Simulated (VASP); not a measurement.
The system is Gd.

```
Gd
1.0
     3.73048    0.00000    0.00000
    -1.86524    3.23069    0.00000
     0.00000    0.00000    5.93286
Gd
2
Cartesian
  0.0000 2.1538 1.4832
  1.8652 1.0769 4.4496
```

* Program: VASP 6.6.1
* Task: relaxation of cell and atoms
* Functional: PBE
* Potentials or basis: VASP PAW PBE potentials, release 64 (Gd)
* Cutoff: 600 eV
* k mesh: 12 × 12 × 8
* Occupations: fermi-dirac, width 0.05 eV
* Spin: collinear spin, ferromagnetic start
* Starting moments: [7.0, 7.0] μB

At the start: pressure -1.9 GPa; volume 35.75 Å³/atom.

**Question.** Where does the relaxation end?

**Answer.** Over 17 steps the energy falls by 13.8 meV/atom and the volume is 33.59 Å³/atom (-6.0 %); space group P6_3/mmc (No. 194, to 0.1 Å) before and after; moment 15.34 μB per cell.

Step by step:
```tsv
step	energy change (eV)	largest force (eV/Å)	pressure (GPa)	volume (Å³)
1	0.0000	0.0000	-1.92	71.50
2	-0.0275	0.0000	0.02	67.16
3	-0.0275	0.0000	0.11	67.18
4	-0.0274	0.0000	-0.31	67.38
5	-0.0275	0.0000	-0.05	67.27
6	-0.0275	0.0000	-0.05	67.27
7	-0.0275	0.0000	-0.05	67.27
8	-0.0275	0.0000	-0.01	67.15
9	-0.0275	0.0000	0.03	67.12
10	-0.0275	0.0000	0.13	67.14
11	-0.0275	0.0000	0.02	67.15
12	-0.0275	0.0000	-0.06	67.19
13	-0.0275	0.0000	0.02	67.16
14	-0.0275	0.0000	0.04	67.17
15	-0.0275	0.0000	0.04	67.18
16	-0.0275	0.0000	0.01	67.18
17	-0.0275	0.0000	0.00	67.18
```

Final structure:
```xyz
2
Lattice="3.6466 0.0000 0.0000 -1.8233 3.1581 0.0000 0.0000 0.0000 5.8337" Properties=species:S:1:pos:R:3 pbc="T T T"
Gd    0.0000    2.1054    1.4584
Gd    1.8233    1.0527    4.3752
```

Caveat: semilocal functionals describe open f shells poorly, which spoils levels, moments and volumes.
